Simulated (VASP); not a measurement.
# HfB (I4/mmm) in VASP: further runs

Runs on HfB. Level: PBE. Tasks: single point.

Program: VASP 6.6.1. These are calculated values, not measurements. Logs are shortened: lines on timing, memory, paths and dates and some standing lists are left out, and cuts for length are marked.

### Step 1. The cell of the first run

Symmetry: I4/mmm, No. 139, tetragonal system. The conventional cell has a = 3.169 Å, b = 3.169 Å, c = 4.551 Å, α = 90.00°, β = 90.00°, γ = 90.00°. Within 3.0 Å of Hf (site symmetry 4/mmm) lie 6 B at 2.24 to 2.28 Å. B (site symmetry 4/mmm) has 6 Hf at 2.24 to 2.28 Å within 3.0 Å.

### Step 2. Single point, PBE (strain -0.030 along x and y, -0.015 along z)

Input file INCAR:

```
SYSTEM = HfB
PREC = Accurate
ENCUT = 520
EDIFF = 1E-6
ISMEAR = 0
SIGMA = 0.15
LREAL = .False.
LASPH = .True.
NELM = 60
ALGO = Normal
ISIF = 2
LWAVE = .False.
LCHARG = .True.
GGA = PE
LELF = .True.
LVHAR = .True.
NBANDS = 14
```

Input file KPOINTS:

```
Automatic mesh
0
Gamma
  18 18 18
  0 0 0
```

Input file POSCAR:

```
HfB
1.0
    0.0000000000      2.2407000000      2.2753500000
    2.2407000000      0.0000000000      2.2753500000
    2.2407000000      2.2407000000      0.0000000000
Hf B
1 1
Direct
    0.5000000000      0.5000000000      0.5000000000
    0.0000000000      0.0000000000      0.0000000000
```

Potentials or basis: VASP PAW PBE potentials, release 64 (Hf_pv, B).

Run with:

```bash
$ cat potpaw_PBE.64/Hf_pv/POTCAR potpaw_PBE.64/B/POTCAR > POTCAR
$ mpirun -np 1 vasp_std > vasp.out
```

OUTCAR:

```text
SYSTEM = HfB
   PREC = Accurate
   ENCUT = 520
   EDIFF = 1E-6
   ISMEAR = 0
   LREAL = .False.
   LASPH = .True.
   NELM = 60
   ISIF = 2
   GGA = PE

 ion  position               nearest neighbor table
   1  0.500  0.500  0.500-   2 2.24   2 2.24   2 2.24   2 2.24   2 2.28   2 2.28
   2  0.000  0.000  0.000-   1 2.24   1 2.24   1 2.24   1 2.24   1 2.28   1 2.28

  LATTYP: Found a body centered tetragonal cell.
 ALAT       =     3.1688283292
 C/A-ratio  =     1.4360828443

  Lattice vectors:

 A1 = (  -2.2407000000,   0.0000000000,   2.2753500000)
 A2 = (   2.2407000000,   0.0000000000,   2.2753500000)
 A3 = (   0.0000000000,   2.2407000000,  -2.2753500000)

Analysis of symmetry for initial positions (statically):
=====================================================================
 Subroutine PRICEL returns:
 Original cell was already a primitive cell.

 Routine SETGRP: Setting up the symmetry group for a
 body centered tetragonal supercell.

 Subroutine GETGRP returns: Found 16 space group operations
 (whereof 16 operations were pure point group operations)
 out of a pool of 16 trial point group operations.

The static configuration has the point symmetry D_4h.

Analysis of symmetry for dynamics (positions and initial velocities):
=====================================================================
 Subroutine PRICEL returns:
 Original cell was already a primitive cell.

 Routine SETGRP: Setting up the symmetry group for a
 body centered tetragonal supercell.

 Subroutine GETGRP returns: Found 16 space group operations
 (whereof 16 operations were pure point group operations)
 out of a pool of 16 trial point group operations.

The dynamic configuration has the point symmetry D_4h.

 Subroutine INISYM returns: Found 16 space group operations
 (whereof 16 operations are pure point group operations),
 and found     1 'primitive' translations

----------------------------------------------------------------------------------------

                                     Primitive cell

  volume of cell :      22.8479

  direct lattice vectors                    reciprocal lattice vectors
     0.000000000  2.240700000  2.275350000    -0.223144553  0.223144553  0.219746413
     2.240700000  0.000000000  2.275350000     0.223144553 -0.223144553  0.219746413
     2.240700000  2.240700000  0.000000000     0.223144553  0.223144553 -0.219746413

  length of vectors
     3.193423572  3.193423572  3.168828329     0.384545796  0.384545796  0.384545796

  position of ions in fractional coordinates (direct lattice)
     0.500000000  0.500000000  0.500000000
     0.000000000  0.000000000  0.000000000

  ion indices of the primitive-cell ions
   primitive index   ion index
                 1           1
                 2           2

----------------------------------------------------------------------------------------

 KPOINTS: Automatic mesh

Automatic generation of k-mesh.
 Grid dimensions read from file:
 generate k-points for:   18   18   18

 Generating k-lattice:

  Cartesian coordinates                     Fractional coordinates (reciprocal lattice)
    -0.012396920  0.012396920  0.012208134     0.055555556  0.000000000  0.000000000
     0.012396920 -0.012396920  0.012208134     0.000000000  0.055555556  0.000000000
     0.012396920  0.012396920 -0.012208134     0.000000000  0.000000000  0.055555556

  Length of vectors
     0.021363655  0.021363655  0.021363655

  Shift w.r.t. Gamma in fractional coordinates (k-lattice)
     0.000000000  0.000000000  0.000000000

 Subroutine IBZKPT returns following result:
 ===========================================

 Found    480 irreducible k-points:

 Following reciprocal coordinates:
            Coordinates               Weight
  0.000000  0.000000  0.000000      1.000000
  0.055556  0.000000  0.000000      8.000000
  0.111111  0.000000  0.000000      8.000000
  0.166667  0.000000  0.000000      8.000000
  0.222222  0.000000  0.000000      8.000000
  0.277778  0.000000  0.000000      8.000000
[... 16 lines left out ...]
 -0.277778  0.055556  0.000000      8.000000
 -0.222222  0.055556  0.000000      8.000000
 [... further k-points ...]
   k-points           NKPTS =    480   k-points in BZ     NKDIM =    480   number of bands    NBANDS=     14
   number of dos      NEDOS =    301   number of ions     NIONS =      2
   total plane-waves  NPLWV =  13824
   dimension x,y,z NGX =    24 NGY =   24 NGZ =   24
   dimension x,y,z NGXF=    48 NGYF=   48 NGZF=   48
   ions per type =               1   1
   NGX,Y,Z   is equivalent  to a cutoff of  12.49, 12.49, 12.59 a.u.
   NGXF,Y,Z  is equivalent  to a cutoff of  24.99, 24.99, 25.18 a.u.
 SYSTEM =  HfB
   PREC   = accura    normal or accurate (medium, high low for compatibility)
   ISTART =      0    job   : 0-new  1-cont  2-samecut
   ICHARG =      2    charge: 1-file 2-atom 10-const
   ISPIN  =      1    spin polarized calculation?
   LNONCOLLINEAR =      F non collinear calculations
   LSORBIT =      F    spin-orbit coupling
   LASPH  =      T    aspherical Exc in radial PAW
   ENCUT  =  520.0 eV  38.22 Ry    6.18 a.u.   5.94  5.94  5.89*2*pi/ulx,y,z
   NELM   =     60;   NELMIN=  2; NELMDL= -5     # of ELM steps
   EDIFF  = 0.1E-05   stopping-criterion for ELM
   LREAL  =      F    real-space projection
   EDIFFG = 0.1E-04   stopping-criterion for IOM
   NSW    =      0    number of steps for IOM
   IBRION =     -1    ionic relax: 0-MD 1-quasi-New 2-CG
   NFREE  =      0    steps in history (QN), initial steepest desc. (CG)
   ISIF   =      2    stress and relaxation
   ISYM   =      2    0-nonsym 1-usesym 2-fastsym
   POTIM  = 0.5000    time-step for ionic-motion
   TEBEG  =    0.0;   TEEND  =   0.0 temperature during run
   PSTRESS=    0.0 pullay stress
   NELECT =      13.0000    total number of electrons
   NUPDOWN=      -1.0000    fix difference up-down
   EMIN   =  10.00;   EMAX   =-10.00  energy-range for DOS
   EFERMI =   0.00;   METHOD = LEGACY
   ISMEAR =     0;   SIGMA  =   0.15  broadening in eV -4-tet -1-fermi 0-gaus
   EFERMI_NEDOS =   21; number of points for ismear=-14 and -15
   IALGO  =     38    algorithm
   IMIX   =      4    mixing-type and parameters
     AMIX     =   0.40;   BMIX     =  1.00
     AMIX_MAG =   1.60;   BMIX_MAG =  1.00
  volume/ion in A,a.u.               =      11.42        77.09
  Fermi-wavevector in a.u.,A,eV,Ry     =   1.356565  2.563537 25.038389  1.840270
  Thomas-Fermi vector in A             =   2.483558
   LORBIT       =      0    0 simple, 1 ext, 2 COOP (PROOUT), +10 PAW based schemes
   GGA     = PE    functional components
   LHFCALC =     F    Hartree Fock is set to
   AEXX    =    0.0000 exact exchange contribution
   IVDW    =     0    specifies the selected vdW correction
   LEPSILON=     F    determine dielectric tensor
   LRPA    =     F    only Hartree local field effects (RPA)
 non-spin polarized calculation
 Gauss-broadening in eV      SIGMA  =   0.15
  energy-cutoff  :      520.00
  volume of cell :       22.85
 maximum number of plane-waves:       636
   NGX = 11   NGY = 11   NGZ = 11

 number of electron      12.9999999 magnetization

 Free energy of the ion-electron system (eV)
  ---------------------------------------------------
  ext. energy  EPLUGINS =         0.00000000
  ---------------------------------------------------
  free energy    TOTEN  =       -16.67203155 eV

  energy without entropy =      -16.66089860  energy(sigma->0) =      -16.66646508

 E-fermi :   5.6276     XC(G=0): -12.6709

 val. band max:        5.6233088276   @ k =  -0.1111   0.1667   0.0556
 cond. band min:       5.6435147921   @ k =  -0.1667   0.1111   0.0000
 fundamental gap:      0.0202059646
 Fermi energy:         5.6275925289

 k-point     1 :       0.0000    0.0000    0.0000
  band No.  band energies     occupation
      1     -22.2660      2.00000
      2     -22.2660      2.00000
      3     -22.2578      2.00000
      4      -4.1751      2.00000
      5       7.7624      0.00000
      6       7.9681      0.00000
      7       7.9681      0.00000
      8       9.7234      0.00000
      9       9.8643      0.00000
     10       9.8643      0.00000
     11      10.0329      0.00000
     12      10.2564      0.00000
     13      17.6075      0.00000
     14      19.8535      0.00000

 k-point     2 :       0.0556    0.0000    0.0000
  band No.  band energies     occupation
      1     -22.2955      2.00000
      2     -22.2687      2.00000
      3     -22.2633      2.00000
      4      -4.0750      2.00000
      5       7.5215      0.00000
      6       7.8005      0.00000
      7       7.9288      0.00000
      8       8.9465      0.00000
      9       9.0494      0.00000
     10      10.0271      0.00000
     11      11.1065      0.00000
     12      11.3065      0.00000
     13      17.8638      0.00000
     14      19.9512      0.00000

 k-point     3 :       0.1111    0.0000    0.0000
  band No.  band energies     occupation
      1     -22.3852      2.00000
      2     -22.2764      2.00000
      3     -22.2734      2.00000
      4      -3.7826      2.00000
      5       6.7820      0.00000
      6       7.3139      0.00000
      7       7.4645      0.00000
      8       8.6833      0.00000
      9       8.7510      0.00000
     10      10.3829      0.00000
     11      12.4254      0.00000
     12      12.6514      0.00000
     13      18.5950      0.00000
     14      20.2078      0.00000
[... 324 lines left out ...]
 k-point    23 :      -0.2778    0.0556    0.0000
  band No.  band energies     occupation
      1     -22.9029      2.00000
      2     -22.3654      2.00000
      3     -22.3102      2.00000
      4      -1.7034      2.00000
      5       3.8995      2.00000
      6       4.9651      2.00000
      7       5.0790      2.00000
      8      10.1457      0.00000
      9      10.8397      0.00000
     10      11.8077      0.00000
     11      16.3969      0.00000
     12      18.4492      0.00000
     13      19.2297      0.00000
     14      21.2769      0.00000

 k-point    24 :      -0.2222    0.0556    0.0000
  band No.  band energies     occupation
      1     -22.7449      2.00000
      2     -22.3451      2.00000
      3     -22.2942      2.00000
      4      -2.4123      2.00000
      5       4.7102      2.00000
      6       5.5121      1.72383
      7       5.6069      1.15460
      8       9.4396      0.00000
      9      10.2472      0.00000
     10      11.3441      0.00000
     11      14.9971      0.00000
     12      16.9441      0.00000
     13      20.2182      0.00000
     14      21.2723      0.00000

 [... further k-points ...]

------------------------ aborting loop because EDIFF is reached ----------------------------------------

  FORCE on cell =-STRESS in cart. coord.  units (eV):
  Direction    XX          YY          ZZ          XY          YZ          ZX
  --------------------------------------------------------------------------------------
  -------------------------------------------------------------------------------------
  Total        8.3645606      8.3645606      6.9493203      0.0000000      0.0000000     -0.0000000
  in kB      586.5541065    586.5541065    487.3121944      0.0000000      0.0000000     -0.0000000
  external PRESSURE =     553.4734691 kB  Pullay stress =       0.0000000 kB

 VOLUME and BASIS-vectors are now :
 -----------------------------------------------------------------------------
  energy-cutoff  :      520.00
  volume of cell :       22.85
      direct lattice vectors                 reciprocal lattice vectors
     0.000000000  2.240700000  2.275350000    -0.223144553  0.223144553  0.219746413
     2.240700000  0.000000000  2.275350000     0.223144553 -0.223144553  0.219746413
     2.240700000  2.240700000  0.000000000     0.223144553  0.223144553 -0.219746413

 POSITION                                       TOTAL-FORCE (eV/Angst)
 -----------------------------------------------------------------------------------
      2.24070      2.24070      2.27535         0.000000      0.000000      0.000000
      0.00000      0.00000      0.00000         0.000000      0.000000     -0.000000
 -----------------------------------------------------------------------------------
    total drift:                               -0.000000     -0.000000      0.000000

  FREE ENERGIE OF THE ION-ELECTRON SYSTEM (eV)
  ---------------------------------------------------
  free  energy   TOTEN  =       -16.6720315521 eV

  energy  without entropy=      -16.6608986038  energy(sigma->0) =      -16.66646508
```

Wall time 1.7 min (1 thread of Intel Xeon 8259CL, shared host); peak memory 0.28 GiB.

Results:

```yaml
Free_energy: -16.6720 eV
Pressure: 55.3 GPa
Band_gap_on_the_k_mesh: zero (an odd number of electrons rules out a gap without spin polarisation)
```

Stress tensor (GPa, compression positive):
```
58.66  0.00  0.00
 0.00 58.66  0.00
 0.00  0.00 48.73
```

Caveat: the cell differs from its parent crystal (strain -0.030 along x and y, -0.015 along z); the cell stands under pressure; spin-orbit coupling is left out, which moves the levels of the heavy elements.

[end of part 1 of 2]
